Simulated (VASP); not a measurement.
Runs of VASP 6.6.1 on C. The structure is that of space group Im-3m (No. 229), or close to it. The cells are those of the table. 

| task | cell | k mesh for the DOS | occupations for the DOS | gap on the mesh (eV) | pressure (GPa) |
| --- | --- | --- | --- | --- | --- |
| single point | a = 1.711 Å, angles 109.5°, 1 atom | - | - | none | (a) |
| single point | a = 1.801 Å, angles 109.5°, 1 atom | - | - | none | 155.8 |
| single point | a = 2.028 Å, angles 109.5°, 1 atom | - | - | none | 0.2 |
| single point | a = 1.883 Å, angles 109.5°, 1 atom | - | - | none | (b) |
| single point | a = 1.610 Å, angles 109.5°, 1 atom | - | - | none | 561.6 |

Alike in all rows: level PBEsol; potentials or basis VASP PAW PBE potentials, release 64 (C); no spin polarisation; k mesh 22 × 22 × 22; cutoff (eV) 520; smearing fermi-dirac 0.08 eV.

Task: Estimate the missing entries.

Result: (a) 297.6; (b) 75.5.

Caveats: the PAW data sets were made with another functional, which shifts forces and pressure a little.

A gap of «none» marks levels without a gap at the run's occupations.
